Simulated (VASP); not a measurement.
# Rh (P6_3/mmc) in VASP: a series of runs

Rh is run at these levels: PBEsol; tasks: single point.

All numbers are computed with VASP 6.6.1; they aren't measurements. Logs are shortened: lines on timing, memory, paths and dates and some standing lists are left out, and cuts for length are marked.

## 1. The cell of the first run

It takes space group P6_3/mmc (No. 194, hexagonal). The conventional cell has a = 2.649 Å, b = 2.649 Å, c = 4.296 Å, α = 90.00°, β = 90.00°, γ = 120.00°. Within 3.5 Å of Rh (site symmetry -6m2) lie 12 Rh at 2.64 to 2.65 Å.

This isn't the form of Rh at room conditions, which is fcc.

## 2. Single point, PBEsol (strain -0.030 along x and y, -0.030 along z)

File INCAR:

```
PREC = Accurate
ENCUT = 500
EDIFF = 1E-6
ISMEAR = 0
SIGMA = 0.15
LREAL = False
LASPH = True
NELM = 120
ALGO = Normal
ISIF = 2
LWAVE = False
LCHARG = False
GGA = PS
NBANDS = 22
GGA_COMPAT = False
```

File KPOINTS:

```
regular mesh
0
Gamma
  18 18 12
```

File POSCAR:

```
Rh
1.0
    2.6490496710      0.0000000000      0.0000000000
   -1.3245248355      2.2941443109      0.0000000000
    0.0000000000      0.0000000000      4.2956343300
Rh
2
Direct
    0.6666666667      0.3333333333      0.7500000000
    0.3333333333      0.6666666667      0.2500000000
```

Potentials or basis: VASP PAW PBE potentials, release 64 (Rh_pv).

Launch:

```sh
$ cat potpaw_PBE.64/Rh_pv/POTCAR > POTCAR
$ mpirun -np 1 vasp_std > vasp.out
```

OUTCAR:

```text
PREC = Accurate
   ENCUT = 500
   EDIFF = 1E-6
   ISMEAR = 0
   LREAL = False
   LASPH = True
   NELM = 120
   ISIF = 2
   GGA = PS

 ion  position               nearest neighbor table
   1  0.667  0.333  0.750-   2 2.64   2 2.64   2 2.64   2 2.64   2 2.64   2 2.64
   2  0.333  0.667  0.250-   1 2.64   1 2.64   1 2.64   1 2.64   1 2.64   1 2.64

  LATTYP: Found a hexagonal cell.
 ALAT       =     2.6490496710
 C/A-ratio  =     1.6215756077

  Lattice vectors:

 A1 = (   2.6490496710,   0.0000000000,   0.0000000000)
 A2 = (  -1.3245248355,   2.2941443109,   0.0000000000)
 A3 = (   0.0000000000,   0.0000000000,   4.2956343300)

Analysis of symmetry for initial positions (statically):
=====================================================================
 Subroutine PRICEL returns:
 Original cell was already a primitive cell.

 Routine SETGRP: Setting up the symmetry group for a
 hexagonal supercell.

 Subroutine GETGRP returns: Found 24 space group operations
 (whereof 12 operations were pure point group operations)
 out of a pool of 24 trial point group operations.

The static configuration has the point symmetry D_3d.
 The point group associated with its full space group is D_6h.

Analysis of symmetry for dynamics (positions and initial velocities):
=====================================================================
 Subroutine PRICEL returns:
 Original cell was already a primitive cell.

 Routine SETGRP: Setting up the symmetry group for a
 hexagonal supercell.

 Subroutine GETGRP returns: Found 24 space group operations
 (whereof 12 operations were pure point group operations)
 out of a pool of 24 trial point group operations.

The dynamic configuration has the point symmetry D_3d.
 The point group associated with its full space group is D_6h.

 Subroutine INISYM returns: Found 24 space group operations
 (whereof 12 operations are pure point group operations),
 and found     1 'primitive' translations

----------------------------------------------------------------------------------------

                                     Primitive cell

  volume of cell :      26.1059

  direct lattice vectors                    reciprocal lattice vectors
     2.649049671  0.000000000  0.000000000     0.377493865  0.217946185  0.000000000
    -1.324524836  2.294144311  0.000000000     0.000000000  0.435892370  0.000000000
     0.000000000  0.000000000  4.295634330     0.000000000  0.000000000  0.232794489

  length of vectors
     2.649049671  2.649049671  4.295634330     0.435892370  0.435892370  0.232794489

  position of ions in fractional coordinates (direct lattice)
     0.666666667  0.333333333  0.750000000
     0.333333333  0.666666667  0.250000000

  ion indices of the primitive-cell ions
   primitive index   ion index
                 1           1
                 2           2

----------------------------------------------------------------------------------------

 KPOINTS: regular mesh

Automatic generation of k-mesh.
 Grid dimensions read from file:
 generate k-points for:   18   18   12

 Generating k-lattice:

  Cartesian coordinates                     Fractional coordinates (reciprocal lattice)
     0.020971881  0.012108121  0.000000000     0.055555556 -0.000000000  0.000000000
     0.000000000  0.024216243  0.000000000     0.000000000  0.055555556  0.000000000
     0.000000000  0.000000000  0.019399541     0.000000000  0.000000000  0.083333333

  Length of vectors
     0.024216243  0.024216243  0.019399541

  Shift w.r.t. Gamma in fractional coordinates (k-lattice)
     0.000000000  0.000000000  0.000000000

 Subroutine IBZKPT returns following result:
 ===========================================

 Found    259 irreducible k-points:

 Following reciprocal coordinates:
            Coordinates               Weight
  0.000000  0.000000  0.000000      1.000000
  0.055556 -0.000000  0.000000      6.000000
  0.111111 -0.000000  0.000000      6.000000
  0.166667  0.000000  0.000000      6.000000
  0.222222 -0.000000  0.000000      6.000000
  0.277778  0.000000  0.000000      6.000000
[... 16 lines left out ...]
  0.333333  0.111111  0.000000     12.000000
  0.388889  0.111111  0.000000     12.000000
 [... further k-points ...]
   k-points           NKPTS =    259   k-points in BZ     NKDIM =    259   number of bands    NBANDS=     22
   number of dos      NEDOS =    301   number of ions     NIONS =      2
   total plane-waves  NPLWV =  12800
   dimension x,y,z NGX =    20 NGY =   20 NGZ =   32
   dimension x,y,z NGXF=    40 NGYF=   40 NGZF=   64
   ions per type =               2
   NGX,Y,Z   is equivalent  to a cutoff of  12.55, 12.55, 12.38 a.u.
   NGXF,Y,Z  is equivalent  to a cutoff of  25.10, 25.10, 24.77 a.u.
 SYSTEM =  unknown system
   PREC   = accura    normal or accurate (medium, high low for compatibility)
   ISTART =      0    job   : 0-new  1-cont  2-samecut
   ICHARG =      2    charge: 1-file 2-atom 10-const
   ISPIN  =      1    spin polarized calculation?
   LNONCOLLINEAR =      F non collinear calculations
   LSORBIT =      F    spin-orbit coupling
   LASPH  =      T    aspherical Exc in radial PAW
   ENCUT  =  500.0 eV  36.75 Ry    6.06 a.u.   4.83  4.83  7.83*2*pi/ulx,y,z
   NELM   =    120;   NELMIN=  2; NELMDL= -5     # of ELM steps
   EDIFF  = 0.1E-05   stopping-criterion for ELM
   LREAL  =      F    real-space projection
   EDIFFG = 0.1E-04   stopping-criterion for IOM
   NSW    =      0    number of steps for IOM
   IBRION =     -1    ionic relax: 0-MD 1-quasi-New 2-CG
   NFREE  =      0    steps in history (QN), initial steepest desc. (CG)
   ISIF   =      2    stress and relaxation
   ISYM   =      2    0-nonsym 1-usesym 2-fastsym
   POTIM  = 0.5000    time-step for ionic-motion
   TEBEG  =    0.0;   TEEND  =   0.0 temperature during run
   PSTRESS=    0.0 pullay stress
   NELECT =      30.0000    total number of electrons
   NUPDOWN=      -1.0000    fix difference up-down
   EMIN   =  10.00;   EMAX   =-10.00  energy-range for DOS
   EFERMI =   0.00;   METHOD = LEGACY
   ISMEAR =     0;   SIGMA  =   0.15  broadening in eV -4-tet -1-fermi 0-gaus
   EFERMI_NEDOS =   21; number of points for ismear=-14 and -15
   IALGO  =     38    algorithm
   IMIX   =      4    mixing-type and parameters
     AMIX     =   0.40;   BMIX     =  1.00
     AMIX_MAG =   1.60;   BMIX_MAG =  1.00
  volume/ion in A,a.u.               =      13.05        88.09
  Fermi-wavevector in a.u.,A,eV,Ry     =   1.714757  3.240421 40.006447  2.940391
  Thomas-Fermi vector in A             =   2.792256
   LORBIT       =      0    0 simple, 1 ext, 2 COOP (PROOUT), +10 PAW based schemes
   GGA     = PS    functional components
   LHFCALC =     F    Hartree Fock is set to
   AEXX    =    0.0000 exact exchange contribution
   IVDW    =     0    specifies the selected vdW correction
   LEPSILON=     F    determine dielectric tensor
   LRPA    =     F    only Hartree local field effects (RPA)
 non-spin polarized calculation
 Gauss-broadening in eV      SIGMA  =   0.15
  energy-cutoff  :      500.00
  volume of cell :       26.11
 maximum number of plane-waves:       687
 NGX is ok and might be reduce to    20
   NGX =  9   NGY =  9   NGZ = 15

 number of electron      29.9999995 magnetization

 Free energy of the ion-electron system (eV)
  ---------------------------------------------------
  ext. energy  EPLUGINS =         0.00000000
  ---------------------------------------------------
  free energy    TOTEN  =       -16.17635100 eV

  energy without entropy =      -16.14430011  energy(sigma->0) =      -16.16032556

 E-fermi :  12.8397     XC(G=0): -14.5539

 val. band max:       12.8382202394   @ k =   0.3889   0.1667   0.0000
 cond. band min:      12.8416473850   @ k =   0.1667   0.0000   0.3333
 fundamental gap:      0.0034271456
 Fermi energy:        12.8397358594

 k-point     1 :       0.0000    0.0000    0.0000
  band No.  band energies     occupation
      1     -34.5751      2.00000
      2     -33.7899      2.00000
      3     -33.7899      2.00000
      4     -33.6793      2.00000
      5     -33.6645      2.00000
      6     -33.6645      2.00000
[... 14 lines left out ...]
     21      30.8929      0.00000
     22      31.6441      0.00000

 k-point     2 :       0.0556   -0.0000    0.0000
  band No.  band energies     occupation
      1     -34.5665      2.00000
      2     -33.8100      2.00000
      3     -33.7964      2.00000
      4     -33.6853      2.00000
      5     -33.6828      2.00000
      6     -33.6676      2.00000
[... 14 lines left out ...]
     21      31.0314      0.00000
     22      31.7846      0.00000

 k-point     3 :       0.1111   -0.0000    0.0000
  band No.  band energies     occupation
      1     -34.5410      2.00000
      2     -33.8676      2.00000
      3     -33.8148      2.00000
      4     -33.7447      2.00000
      5     -33.6933      2.00000
      6     -33.6768      2.00000
[... 14 lines left out ...]
     21      31.3982      0.00000
     22      31.9934      0.00000

 k-point     4 :       0.1667    0.0000    0.0000
  band No.  band energies     occupation
      1     -34.5004      2.00000
      2     -33.9560      2.00000
      3     -33.8424      2.00000
      4     -33.8343      2.00000
      5     -33.7110      2.00000
      6     -33.6914      2.00000
[... 14 lines left out ...]
     21      31.6631      0.00000
     22      31.8681      0.00000

 k-point     5 :       0.2222   -0.0000    0.0000
  band No.  band energies     occupation
      1     -34.4473      2.00000
      2     -34.0644      2.00000
      3     -33.9421      2.00000
      4     -33.8753      2.00000
      5     -33.7359      2.00000
      6     -33.7099      2.00000
[... 417 lines left out ...]
 k-point    22 :       0.2778    0.1111    0.0000
  band No.  band energies     occupation
      1     -34.3003      2.00000
      2     -34.2769      2.00000
      3     -34.1763      2.00000
      4     -33.9609      2.00000
      5     -33.8168      2.00000
      6     -33.7945      2.00000
[... 14 lines left out ...]
     21      26.6877      0.00000
     22      29.0067      0.00000

 k-point    23 :       0.3333    0.1111    0.0000
  band No.  band energies     occupation
      1     -34.3586      2.00000
      2     -34.2375      2.00000
      3     -34.2366      2.00000
      4     -33.9989      2.00000
      5     -33.8579      2.00000
      6     -33.8145      2.00000
[... 14 lines left out ...]
     21      25.7166      0.00000
     22      28.3369      0.00000

 k-point    24 :       0.3889    0.1111    0.0000
  band No.  band energies     occupation
      1     -34.4116      2.00000
      2     -34.2759      2.00000
      3     -34.1869      2.00000
      4     -34.0234      2.00000
      5     -33.8942      2.00000
      6     -33.8276      2.00000
[... 14 lines left out ...]
     21      25.0310      0.00000
     22      27.8070      0.00000

 [... further k-points ...]

------------------------ aborting loop because EDIFF is reached ----------------------------------------

  FORCE on cell =-STRESS in cart. coord.  units (eV):
  Direction    XX          YY          ZZ          XY          YZ          ZX
  --------------------------------------------------------------------------------------
  -------------------------------------------------------------------------------------
  Total        2.0585763      2.0585763      1.7839551      0.0000000      0.0000000     -0.0000000
  in kB      126.3395755    126.3395755    109.4854365      0.0000000      0.0000000     -0.0000000
  external PRESSURE =     120.7215292 kB  Pullay stress =       0.0000000 kB

 VOLUME and BASIS-vectors are now :
 -----------------------------------------------------------------------------
  energy-cutoff  :      500.00
  volume of cell :       26.11
      direct lattice vectors                 reciprocal lattice vectors
     2.649049671  0.000000000  0.000000000     0.377493865  0.217946185  0.000000000
    -1.324524836  2.294144311  0.000000000     0.000000000  0.435892370  0.000000000
     0.000000000  0.000000000  4.295634330     0.000000000  0.000000000  0.232794489

 POSITION                                       TOTAL-FORCE (eV/Angst)
 -----------------------------------------------------------------------------------
      1.32452      0.76471      3.22173        -0.000000     -0.000000      0.000000
     -0.00000      1.52943      1.07391         0.000000      0.000000      0.000000
 -----------------------------------------------------------------------------------
    total drift:                               -0.000000      0.000000     -0.000000

  FREE ENERGIE OF THE ION-ELECTRON SYSTEM (eV)
  ---------------------------------------------------
  free  energy   TOTEN  =       -16.1763509985 eV

  energy  without entropy=      -16.1443001120  energy(sigma->0) =      -16.16032556
```

Run time: 2.4 min. Hardware: 1 thread of Intel Xeon 8259CL, shared host; peak memory 0.22 GiB.

Results:

| Quantity | Value |
| --- | --- |
| Free energy | -16.1764 eV |
| Pressure | 12.1 GPa |
| Band gap on the k mesh | zero (bands 15 and 16 overlap by 2.65 eV) |

Stress tensor (GPa, compression positive):
```
12.63  0.00  0.00
 0.00 12.63  0.00
 0.00  0.00 10.95
```

Levels at points of the mesh, in eV from the Fermi level:
```csv
k point,band 12,band 13,band 14,band 15,band 16,band 17,band 18,band 19
"(0.00, 0.00, 0.00)",-2.74,-2.74,-2.07,-2.07,0.15,0.15,0.56,9.07
"(0.50, 0.00, 0.00)",-2.46,-2.37,0.49,0.69,0.83,3.19,5.40,10.67
"(0.00, 0.00, 0.50)",-3.42,-3.42,-3.42,-0.47,-0.47,-0.47,-0.47,14.95
"(0.50, 0.00, 0.50)",-1.83,-0.37,-0.37,0.69,0.69,2.72,2.72,9.82
```

Caveat: the cell differs from its parent crystal (strain -0.030 along x and y, -0.030 along z); the cell stands under pressure; the PAW data sets were made with another functional, which shifts forces and pressure a little.

## 3. Single point, PBEsol (strain -0.030 along x and y, +0.000 along z)

File INCAR:

```
SYSTEM = Rh
PREC = Accurate
ENCUT = 500
EDIFF = 1E-6
ISMEAR = 0
SIGMA = 0.15
LREAL = .FALSE.
LASPH = .TRUE.
NELM = 120
ALGO = Normal
ISIF = 2
LWAVE = .FALSE.
LCHARG = .TRUE.
GGA = PS
LELF = .TRUE.
LVHAR = .TRUE.
NBANDS = 22
GGA_COMPAT = .FALSE.
```

File KPOINTS:

```
Automatic mesh
0
G
  18 18 12
  0 0 0
```

POSCAR, as its differences from that of step 2:

```diff
@@ -4,3 +4,3 @@
    -1.3245248355      2.2941443109      0.0000000000
-    0.0000000000      0.0000000000      4.2956343300
+    0.0000000000      0.0000000000      4.4284890000
 Rh
```

Potentials or basis: VASP PAW PBE potentials, release 64 (Rh_pv).

Launch:

```sh
$ cat potpaw_PBE.64/Rh_pv/POTCAR > POTCAR
$ mpirun -np 1 vasp_std > vasp.out
```

Wall time 2.4 min (1 thread of Intel Xeon 8259CL, shared host); peak memory 0.22 GiB.

It converged, with:

```yaml
Free_energy: -16.1907 eV
Pressure: 2.4 GPa
Band_gap_on_the_k_mesh: zero (bands 15 and 16 overlap by 2.65 eV)
```

Stress tensor (GPa, compression positive):
```
 5.94  0.00  0.00
 0.00  5.94  0.00
 0.00  0.00 -4.70
```

Levels at points of the mesh, in eV from the Fermi level:
```csv
k point,band 13,band 14,band 15,band 16,band 17,band 18
"(0.00, 0.00, 0.00)",-2.65,-1.72,-1.72,0.19,0.19,0.31
"(0.50, 0.00, 0.00)",-2.14,0.58,0.64,0.91,3.17,5.34
"(0.00, 0.00, 0.50)",-3.18,-3.18,-0.41,-0.41,-0.41,-0.41
"(0.50, 0.00, 0.50)",-0.31,-0.31,0.80,0.80,2.71,2.71
```

Caveat: the cell differs from its parent crystal (strain -0.030 along x and y, +0.000 along z); the PAW data sets were made with another functional, which shifts forces and pressure a little.

## 4. Single point, PBEsol (strain -0.015 along x and y, -0.015 along z)

File INCAR:

```
SYSTEM = Rh
PREC = Accurate ; ENCUT = 500
EDIFF = 1E-6 ; ISMEAR = 0
SIGMA = 0.15 ; LREAL = .FALSE.
LASPH = .TRUE. ; NELM = 120
ALGO = Normal ; ISIF = 2
LWAVE = .FALSE. ; LCHARG = .TRUE.
GGA = PS ; LELF = .TRUE.
LVHAR = .TRUE. ; NBANDS = 22
GGA_COMPAT = .FALSE.
```

File KPOINTS:

```
regular mesh
0
G
  18 18 12
  0 0 0
```

File POSCAR:

```
Rh
1.0
    2.6900143566      0.0000000000      0.0000000000
   -1.3450071783      2.3296207694      0.0000000000
    0.0000000000      0.0000000000      4.3620616650
Rh
2
Direct
    0.6666666667      0.3333333333      0.7500000000
    0.3333333333      0.6666666667      0.2500000000
```

Launch:

```sh
$ cat potpaw_PBE.64/Rh_pv/POTCAR > POTCAR
$ mpirun -np 1 vasp_std > vasp.out
```

It took 2.5 min on 1 thread of Intel Xeon 8259CL, shared host; peak memory 0.23 GiB.

The run converged. Its results:

- Free energy: -16.2116 eV
- Pressure: -2.4 GPa
- Band gap on the k mesh: zero (bands 15 and 16 overlap by 2.46 eV)

Stress tensor (GPa, compression positive):
```
-1.87  0.00  0.00
 0.00 -1.87  0.00
 0.00  0.00 -3.60
```

Levels at points of the mesh, in eV from the Fermi level:
```tsv
k point	band 12	band 13	band 14	band 15	band 16	band 17	band 18	band 19
(0.00, 0.00, 0.00)	-2.55	-2.55	-1.92	-1.92	0.14	0.14	0.61	8.60
(0.50, 0.00, 0.00)	-2.29	-2.22	0.45	0.64	0.76	3.03	5.14	10.31
(0.00, 0.00, 0.50)	-3.18	-3.18	-3.18	-0.44	-0.44	-0.44	-0.44	14.80
(0.50, 0.00, 0.50)	-1.69	-0.33	-0.33	0.64	0.64	2.63	2.63	9.36
```

Caveat: the cell differs from its parent crystal (strain -0.015 along x and y, -0.015 along z); the PAW data sets were made with another functional, which shifts forces and pressure a little.

## 5. Single point, PBEsol (strain -0.030 along x and y, +0.030 along z)

File INCAR:

```
ALGO = Normal ; EDIFF = 1E-6
ENCUT = 500 ; GGA = PS
GGA_COMPAT = F ; ISIF = 2
ISMEAR = 0 ; LASPH = T
LCHARG = F ; LREAL = F
LWAVE = F ; NBANDS = 22
NELM = 120 ; PREC = Accurate
SIGMA = 0.15
```

File KPOINTS:

```
k-points
0
Gamma
  18 18 12
```

File POSCAR:

```
Rh
1.0
    2.6490496710      0.0000000000      0.0000000000
   -1.3245248355      2.2941443109      0.0000000000
    0.0000000000      0.0000000000      4.5613436700
Rh
2
Direct
    0.6666666667      0.3333333333      0.7500000000
    0.3333333333      0.6666666667      0.2500000000
```

Launch:

```sh
$ cat potpaw_PBE.64/Rh_pv/POTCAR > POTCAR
$ mpirun -np 1 vasp_std > vasp.out
```

It took 2.5 min on 1 thread of Intel Xeon 8259CL, shared host; peak memory 0.23 GiB.

The run converged. Its results:

* Free energy: -16.1361 eV
* Pressure: -5.2 GPa
* Band gap on the k mesh: zero (bands 15 and 16 overlap by 2.62 eV)

Stress tensor (GPa, compression positive):
```
  0.56   0.00   0.00
  0.00   0.56   0.00
  0.00   0.00 -16.71
```

Levels at points of the mesh, in eV from the Fermi level:
```csv
k point,band 13,band 14,band 15,band 16,band 17,band 18
"(0.00, 0.00, 0.00)",-2.56,-1.42,-1.42,0.11,0.23,0.23
"(0.50, 0.00, 0.00)",-1.91,0.49,0.77,0.98,3.16,5.29
"(0.00, 0.00, 0.50)",-2.97,-2.97,-0.34,-0.34,-0.34,-0.34
"(0.50, 0.00, 0.50)",-0.26,-0.26,0.89,0.89,2.71,2.71
```

Caveat: the cell differs from its parent crystal (strain -0.030 along x and y, +0.030 along z); the cell stands under tension; the PAW data sets were made with another functional, which shifts forces and pressure a little.

## 6. The runs side by side

```csv
cell,gap on the mesh (eV),pressure (GPa)
"a = 2.649, b = 2.649, c = 4.296 Å, angles 90.0, 90.0, 120.0°, 2 atoms",none,12.1
"a = 2.649, b = 2.649, c = 4.428 Å, angles 90.0, 90.0, 120.0°, 2 atoms",none,2.4
"a = 2.690, b = 2.690, c = 4.362 Å, angles 90.0, 90.0, 120.0°, 2 atoms",none,-2.4
"a = 2.649, b = 2.649, c = 4.561 Å, angles 90.0, 90.0, 120.0°, 2 atoms",none,-5.2
```

Alike in all rows: task single point; level PBEsol; potentials or basis VASP PAW PBE potentials, release 64 (Rh_pv); no spin polarisation; k mesh 18 × 18 × 12; cutoff (eV) 500; smearing gaussian 0.15 eV.

Caveats: the PAW data sets were made with another functional, which shifts forces and pressure a little; the cell stands under pressure (at least some runs); the cell stands under tension (at least some runs).

Total energies depend on the potentials used, so only differences within one code and one set of settings carry meaning.
